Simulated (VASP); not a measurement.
Runs of VASP 6.6.1 on Sr. The structure is that of space group P6/mmm (No. 191), or close to it. The cells are those of the table. This isn't the form of Sr at room conditions, which is fcc.

| task | cell | k mesh | cutoff (eV) | gap on the mesh (eV) | pressure (GPa) | relaxed volume (Å³/atom) |
| --- | --- | --- | --- | --- | --- | --- |
| relaxation of cell and atoms | relaxed from a = 4.156, b = 4.156, c = 3.883 Å, angles 90.0, 90.0, 120.0°, 1 atom | 15 × 15 × 14 | 600 | none | 0.0 | 51.63 |
| single point | a = 4.005, b = 4.005, c = 3.724 Å, angles 90.0, 90.0, 120.0°, 1 atom | 15 × 15 × 14 | 520 | none | 0.0 | - |
| single point | a = 4.156, b = 4.156, c = 3.883 Å, angles 90.0, 90.0, 120.0°, 1 atom | 6 × 6 × 6 | 520 | none | (a) | - |
| relaxation of cell and atoms | relaxed from a = 4.005, b = 4.005, c = 3.724 Å, angles 90.0, 90.0, 120.0°, 1 atom | 18 × 18 × 16 | 600 | none | 0.0 | 51.72 |
| single point | a = 4.005, b = 4.005, c = 3.724 Å, angles 90.0, 90.0, 120.0°, 1 atom | 18 × 18 × 16 | 520 | none | 0.0 | - |

Alike in all rows: level PBEsol; potentials or basis VASP PAW PBE potentials, release 64 (Sr_sv); no spin polarisation; smearing gaussian 0.1 eV.

Q: Fill in the values left out.

A: (a) -1.0.

Caveats: the PAW data sets were made with another functional, which shifts forces and pressure a little.

A k mesh can miss the band edges, and the runs leave out spin-orbit coupling on Sr.

A gap of «none» marks levels without a gap at the run's occupations.
